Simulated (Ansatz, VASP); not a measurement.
Os: VASP beside Ansatz

```
CELL_PARAMETERS angstrom
0.00000 1.90563 1.90563
1.90563 0.00000 1.90563
1.90563 1.90563 0.00000
ATOMIC_POSITIONS crystal
Os 0.00000 0.00000 0.00000
```

Change from the starting cell: volume scaled by 0.9405, PAW files.

Alike in both runs: task electric field gradients; functional PBE; k mesh 14 × 14 × 14; occupations fermi-dirac, width 0.03 eV; no spin polarisation.

```csv
,VASP,Ansatz
version,VASP 6.6.1,Ansatz 0.2.0
potentials or method,"VASP PAW PBE potentials, release 64 (Os)","PAW with Ansatz's default frozen-core files, scalar-relativistic"
plane-wave cutoff (eV),520,420
valence electrons in the cell,8,16
```

Ansatz gave:

| Item | Value |
| --- | --- |
| pressure (GPa) | 15.2 |

**Question.** What did VASP give for the same quantities?

**Answer.** Pressure (GPa): 15.3.

VASP's potentials hold 8 valence electrons a cell and Ansatz's 16, so a difference there can come from the potentials and not from the codes.

Spin-orbit coupling is off throughout.
